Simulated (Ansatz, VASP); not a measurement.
# K in VASP and in Ansatz

File INCAR:

```
SYSTEM = K
PREC = Accurate
ENCUT = 520
EDIFF = 1E-6
ISMEAR = -1
SIGMA = 0.1
LREAL = .FALSE.
LASPH = .TRUE.
NELM = 60
ALGO = Normal
ISIF = 2
LWAVE = .FALSE.
LCHARG = .FALSE.
GGA = B5
ALDAX = 1.0
AGGAX = 1.0
AGGAC = 1.0
ALDAC = 0.0
NBANDS = 10
```

The input KPOINTS:

```
Automatic mesh
0
G
  14 14 14
  0 0 0
```

The input POSCAR:

```
K
1.0
   -2.6257321141      2.6257321141      2.6257321141
    2.6257321141     -2.6257321141      2.6257321141
    2.6257321141      2.6257321141     -2.6257321141
K
1
Direct
    0.0000000000      0.0000000000      0.0000000000
```

Input for Ansatz:

```yaml
crystal:
  lattice:
    - [-2.6257321141, 2.6257321141, 2.6257321141]
    - [2.6257321141, -2.6257321141, 2.6257321141]
    - [2.6257321141, 2.6257321141, -2.6257321141]
  atoms:
    - { symbol: K, position: [0.0, 0.0, 0.0] }
hamiltonian:
  xc: blyp
  pseudopotentials:
    kind: paw
    azcp:
      K: "pseudopotentials/K.paw.azcp"
basis:
  ecutwfc: 420
  fft_grid_basis: typed
kpoints:
  mp_grid: { grid: [14, 14, 14], shift: [0, 0, 0] }
magnetization:
  spin_polarized: false
scf:
  occupations: { method: fermi_dirac, width: 0.1 }
output:
  stress: true
```

Alike in both runs: task single point; functional BLYP; k mesh 14 × 14 × 14; occupations fermi-dirac, width 0.1 eV; no spin polarisation.

```csv
,VASP,Ansatz
version,VASP 6.6.1,Ansatz 0.2.0
potentials or method,"VASP PAW PBE potentials, release 64 (K_sv), cutoff 520 eV","plane waves (420 eV) with PAW, scalar-relativistic"
valence electrons in the cell,9,9
```

```csv
,VASP,Ansatz,Ansatz less VASP
pressure (GPa),0.2,0.2,+0.01
```

VASP's potentials were made for PBE, not for BLYP. The functional is the same, so the differences come from potentials, cutoffs and numerics.
